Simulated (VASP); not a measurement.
# BP (F-43m) in VASP: further runs, part 2 of 2

VASP 6.6.1.

## 5. Single point, PBEsol+D3(BJ)

This run uses another cell than the first one, of 11.30 Å³/atom, 0.913 times its volume.

Contents of INCAR:

```
SYSTEM = BP
  ALGO = Normal
  EDIFF = 1E-6
  ENCUT = 520
  GGA = PS
  ISIF = 2
  ISMEAR = -1
  IVDW = 12
  LASPH = .TRUE.
  LCHARG = .FALSE.
  LREAL = .FALSE.
  LWAVE = .FALSE.
  NBANDS = 11
  NELM = 80
  PREC = Accurate
  SIGMA = 0.05
```

Contents of KPOINTS:

```
k-points
0
G
  10 10 10
  0 0 0
```

Contents of POSCAR:

```
BP
1.0
    0.0000000000      2.2440009193      2.2440009193
    2.2440009193      0.0000000000      2.2440009193
    2.2440009193      2.2440009193      0.0000000000
P B
1 1
Direct
    0.7500000000      0.7500000000      0.7500000000
    0.0000000000      0.0000000000      0.0000000000
```

Potentials or basis: VASP PAW PBE potentials, release 64 (P, B).

On the command line:

```bash
$ cat potpaw_PBE.64/P/POTCAR potpaw_PBE.64/B/POTCAR > POTCAR
$ mpirun -np 1 vasp_std > vasp.out
```

OUTCAR:

```text
SYSTEM = BP
   EDIFF = 1E-6
   ENCUT = 520
   GGA = PS
   ISIF = 2
   ISMEAR = -1
   IVDW = 12
   LASPH = .TRUE.
   LREAL = .FALSE.
   NELM = 80
   PREC = Accurate
 IVDW          = 12

 ion  position               nearest neighbor table
   1  0.750  0.750  0.750-   2 1.94   2 1.94   2 1.94   2 1.94
   2  0.000  0.000  0.000-   1 1.94   1 1.94   1 1.94   1 1.94

  LATTYP: Found a face centered cubic cell.
 ALAT       =     4.4880018386

  Lattice vectors:

[... 522 lines left out ...]
------------------------ aborting loop because EDIFF is reached ----------------------------------------

 Edisp (eV)   -0.51841

 E8    (eV) :    -0.2990

  FORCE on cell =-STRESS in cart. coord.  units (eV):
  Direction    XX          YY          ZZ          XY          YZ          ZX
  --------------------------------------------------------------------------------------
  -------------------------------------------------------------------------------------
  Total       0.02293     0.02293     0.02293    -0.00000     0.00000    -0.00000
  in kB       1.62556     1.62556     1.62556    -0.00000     0.00000    -0.00000
  external pressure =        1.63 kB  Pullay stress =        0.00 kB

 VOLUME and BASIS-vectors are now :
 -----------------------------------------------------------------------------
  energy-cutoff  :      520.00
  volume of cell :       22.60
      direct lattice vectors                 reciprocal lattice vectors
     0.000000000  2.244000919  2.244000919    -0.222816308  0.222816308  0.222816308
     2.244000919  0.000000000  2.244000919     0.222816308 -0.222816308  0.222816308
     2.244000919  2.244000919  0.000000000     0.222816308  0.222816308 -0.222816308

 POSITION                                       TOTAL-FORCE (eV/Angst)
 -----------------------------------------------------------------------------------
      3.36600      3.36600      3.36600        -0.000000      0.000000     -0.000000
      0.00000      0.00000      0.00000         0.000000     -0.000000      0.000000
 -----------------------------------------------------------------------------------
    total drift:                               -0.000000     -0.000000     -0.000000

  FREE ENERGIE OF THE ION-ELECTRON SYSTEM (eV)
  ---------------------------------------------------
  free  energy   TOTEN  =       -14.1857944296 eV

  energy  without entropy=      -14.1857942216  energy(sigma->0) =      -14.18579433
```

stdout:

```text
POSCAR found type information on POSCAR P B
 POSCAR found :  2 types and       2 ions
 scaLAPACK will be used
 -----------------------------------------------------------------------------
|                                                                             |
|                                                                             |
|     You enforced a specific xc type in the INCAR file but a different       |
|     I HOPE YOU KNOW WHAT YOU ARE DOING!                                     |
|                                                                             |
 -----------------------------------------------------------------------------

 LDA part: xc-table for (Slater+PW92), standard interpolation
 POSCAR, INCAR and KPOINTS ok, starting setup
 FFT: planning ... GRIDC
 FFT: planning ... GRID_SOFT
 FFT: planning ... GRID
 WAVECAR not read
 entering main loop
```

Run time: 11 s. Hardware: 1 thread of AMD EPYC 7R43 (Zen 3), shared host; peak memory 0.11 GiB.

Results:

```yaml
Free_energy: -14.1858 eV
Pressure: 0.2 GPa
Band_gap_on_the_k_mesh: 1.09 eV, indirect (least direct gap 3.41 eV)
Dispersion_energy_per_atom: -0.259 eV
```

Levels at points of the mesh, in eV from the valence-band top:
| k point | band 1 | band 2 | band 3 | band 4 | band 5 | band 6 | band 7 | band 8 |
| --- | --- | --- | --- | --- | --- | --- | --- | --- |
| (0.00, 0.00, 0.00) | -15.80 | 0.00 | 0.00 | 0.00 | 3.41 | 3.41 | 3.41 | 7.85 |
| (0.50, 0.00, 0.00) | -12.32 | -9.34 | -1.81 | -1.81 | 3.93 | 4.67 | 4.67 | 10.04 |
| (0.50, 0.50, 0.00) | -10.75 | -8.77 | -4.27 | -4.27 | 1.16 | 1.49 | 12.41 | 12.41 |

Caveat: the PAW data sets were made with another functional, which shifts forces and pressure a little. A k mesh can miss the band edges.

## 6. Single point, PBE

This run uses another cell than the first one, of 11.68 Å³/atom, 0.943 times its volume.

Contents of INCAR:

```
SYSTEM = BP
ALGO = Normal ; EDIFF = 1E-7
ENCUT = 520 ; GGA = PE
ISIF = 2 ; ISMEAR = 0
LASPH = .TRUE. ; LCHARG = .FALSE.
LREAL = .FALSE. ; LWAVE = .FALSE.
NBANDS = 11 ; NELM = 100
PREC = Accurate ; SIGMA = 0.016
```

KPOINTS is that of step 5.

Contents of POSCAR:

```
BP
1.0
    0.0000000000      2.2690000000      2.2690000000
    2.2690000000      0.0000000000      2.2690000000
    2.2690000000      2.2690000000      0.0000000000
P B
1 1
Direct
    0.7500000000      0.7500000000      0.7500000000
    0.0000000000      0.0000000000      0.0000000000
```

Potentials or basis: VASP PAW PBE potentials, release 64 (P, B).

On the command line:

```bash
$ cat potpaw_PBE.64/P/POTCAR potpaw_PBE.64/B/POTCAR > POTCAR
$ mpirun -np 1 vasp_std > vasp.out
```

OUTCAR:

```text
SYSTEM = BP
   EDIFF = 1E-7
   ENCUT = 520
   GGA = PE
   ISIF = 2
   ISMEAR = 0
   LASPH = .TRUE.
   LREAL = .FALSE.
   NELM = 100
   PREC = Accurate

 ion  position               nearest neighbor table
   1  0.750  0.750  0.750-   2 1.97   2 1.97   2 1.97   2 1.97
   2  0.000  0.000  0.000-   1 1.97   1 1.97   1 1.97   1 1.97

  LATTYP: Found a face centered cubic cell.
 ALAT       =     4.5380000000

  Lattice vectors:

 A1 = (   0.0000000000,   2.2690000000,   2.2690000000)
 A2 = (   2.2690000000,   0.0000000000,   2.2690000000)
 A3 = (   2.2690000000,   2.2690000000,   0.0000000000)

Analysis of symmetry for initial positions (statically):
=====================================================================
 Subroutine PRICEL returns:
 Original cell was already a primitive cell.

 Routine SETGRP: Setting up the symmetry group for a
 face centered cubic supercell.

 Subroutine GETGRP returns: Found 24 space group operations
 (whereof 24 operations were pure point group operations)
 out of a pool of 48 trial point group operations.

The static configuration has the point symmetry T_d .

Analysis of symmetry for dynamics (positions and initial velocities):
[... 166 lines left out ...]
 k-point     1 :       0.0000    0.0000    0.0000
  band No.  band energies     occupation
      1      -8.0276      2.00000
      2       7.4328      2.00000
      3       7.4328      2.00000
      4       7.4328      2.00000
      5      10.8335      0.00000
      6      10.8335      0.00000
      7      10.8335      0.00000
      8      14.8071      0.00000
      9      18.9457      0.00000
     10      19.5615      0.00000
     11      19.5615      0.00000
[... 309 lines left out ...]
 k-point    24 :       0.4000    0.3000    0.0000
  band No.  band energies     occupation
      1      -5.0880      2.00000
      2       1.2727      2.00000
      3       3.3844      2.00000
      4       3.9176      2.00000
      5       9.2444      0.00000
      6      11.0561      0.00000
      7      16.9122      0.00000
      8      16.9205      0.00000
      9      21.4338      0.00000
     10      22.6947      0.00000
     11      24.4913      0.00000

 [... further k-points ...]
[... 5 lines left out ...]
  --------------------------------------------------------------------------------------
  -------------------------------------------------------------------------------------
  Total        0.1310547      0.1310547      0.1310547      0.0000000     -0.0000000      0.0000000
  in kB        8.9873079      8.9873079      8.9873079      0.0000000     -0.0000000      0.0000000
  external PRESSURE =       8.9873079 kB  Pullay stress =       0.0000000 kB

 VOLUME and BASIS-vectors are now :
 -----------------------------------------------------------------------------
  energy-cutoff  :      520.00
  volume of cell :       23.36
      direct lattice vectors                 reciprocal lattice vectors
     0.000000000  2.269000000  2.269000000    -0.220361393  0.220361393  0.220361393
     2.269000000  0.000000000  2.269000000     0.220361393 -0.220361393  0.220361393
     2.269000000  2.269000000  0.000000000     0.220361393  0.220361393 -0.220361393

 POSITION                                       TOTAL-FORCE (eV/Angst)
 -----------------------------------------------------------------------------------
      3.40350      3.40350      3.40350        -0.000000     -0.000000     -0.000000
      0.00000      0.00000      0.00000         0.000000      0.000000      0.000000
 -----------------------------------------------------------------------------------
    total drift:                               -0.000000     -0.000000     -0.000000

  FREE ENERGIE OF THE ION-ELECTRON SYSTEM (eV)
  ---------------------------------------------------
  free  energy   TOTEN  =       -12.9304808862 eV

  energy  without entropy=      -12.9304808862  energy(sigma->0) =      -12.93048089
```

OSZICAR:

```text
N       E                     dE             d eps       ncg     rms          rms(c)
DAV:   1     0.919371446366E+01    0.91937E+01   -0.39371E+03  1034   0.660E+02
DAV:   2    -0.130106101098E+02   -0.22204E+02   -0.21079E+02  1364   0.109E+02
DAV:   3    -0.136354128306E+02   -0.62480E+00   -0.62286E+00  1333   0.157E+01
DAV:   4    -0.136380062156E+02   -0.25934E-02   -0.25930E-02  1148   0.114E+00
DAV:   5    -0.136380195338E+02   -0.13318E-04   -0.13318E-04  1293   0.842E-02    0.721E+00
DAV:   6    -0.130285742398E+02    0.60945E+00   -0.13900E+00  1184   0.510E+00    0.388E+00
DAV:   7    -0.129377742494E+02    0.90800E-01   -0.23351E-01  1277   0.240E+00    0.133E+00
DAV:   8    -0.129299514346E+02    0.78228E-02   -0.26732E-02  1221   0.934E-01    0.193E-01
DAV:   9    -0.129302722181E+02   -0.32078E-03   -0.71782E-04  1198   0.181E-01    0.123E-01
DAV:  10    -0.129304691648E+02   -0.19695E-03   -0.24786E-04  1163   0.989E-02    0.283E-02
DAV:  11    -0.129304799756E+02   -0.10811E-04   -0.11774E-05  1323   0.226E-02    0.336E-02
DAV:  12    -0.129304809422E+02   -0.96659E-06   -0.47218E-06  1163   0.106E-02    0.141E-02
DAV:  13    -0.129304808202E+02    0.12205E-06   -0.12835E-07   974   0.235E-03    0.600E-03
DAV:  14    -0.129304808862E+02   -0.66044E-07   -0.44081E-08   595   0.119E-03
   1 F= -.12930481E+02 E0= -.12930481E+02  d E =-.458284E-35
```

stdout:

```text
POSCAR found type information on POSCAR P B
 POSCAR found :  2 types and       2 ions
 scaLAPACK will be used
 LDA part: xc-table for (Slater+PW92), standard interpolation
 POSCAR, INCAR and KPOINTS ok, starting setup
 FFT: planning ... GRIDC
 FFT: planning ... GRID_SOFT
 FFT: planning ... GRID
 WAVECAR not read
 entering main loop
```

Wall time 13 s (1 thread of AMD EPYC 7R43 (Zen 3), shared host); peak memory 0.1 GiB.

What came out:

```
Free energy            : -12.9305 eV
Pressure               : 0.9 GPa
Band gap on the k mesh : 1.24 eV, indirect (least direct gap 3.40 eV)
```

A k mesh can miss the band edges. A hybrid or GW would open this gap; PBE tends to underestimate it.

## 7. The runs side by side

| level | cell | k mesh | smearing | grid for exact exchange (PRECFOCK) | share of exact exchange | screening parameter | gap on the mesh (eV) | pressure (GPa) |
| --- | --- | --- | --- | --- | --- | --- | --- | --- |
| PBE-based screened hybrid | a = 3.272 Å, angles 60.0°, 2 atoms | 5 × 5 × 5 | fermi-dirac 0.05 eV | Normal | 0.25 | 0.3 1/Å | 1.87 | -10.3 |
| PBE-based screened hybrid | a = 3.209 Å, angles 60.0°, 2 atoms | 6 × 6 × 6 | fermi-dirac 0.05 eV | Normal | 0.25 | 0.3 1/Å | 1.88 | -1.8 |
| PBE | a = 3.209 Å, angles 60.0°, 2 atoms | 7 × 7 × 7 | fermi-dirac 0.04 eV | - | - | - | 1.24 | 0.9 |
| PBEsol+D3(BJ) | a = 3.173 Å, angles 60.0°, 2 atoms | 10 × 10 × 10 | fermi-dirac 0.05 eV | - | - | - | 1.09 | 0.2 |
| PBE | a = 3.209 Å, angles 60.0°, 2 atoms | 10 × 10 × 10 | gaussian 0.016 eV | - | - | - | 1.24 | 0.9 |

Alike in all rows: task single point; potentials or basis VASP PAW PBE potentials, release 64 (P, B); no spin polarisation; cutoff (eV) 520.

Caveats: some runs use coarse meshes; the PAW data sets were made with another functional, which shifts forces and pressure a little (some runs).

Total energies depend on the potentials used, so only differences within one code and one set of settings carry meaning.
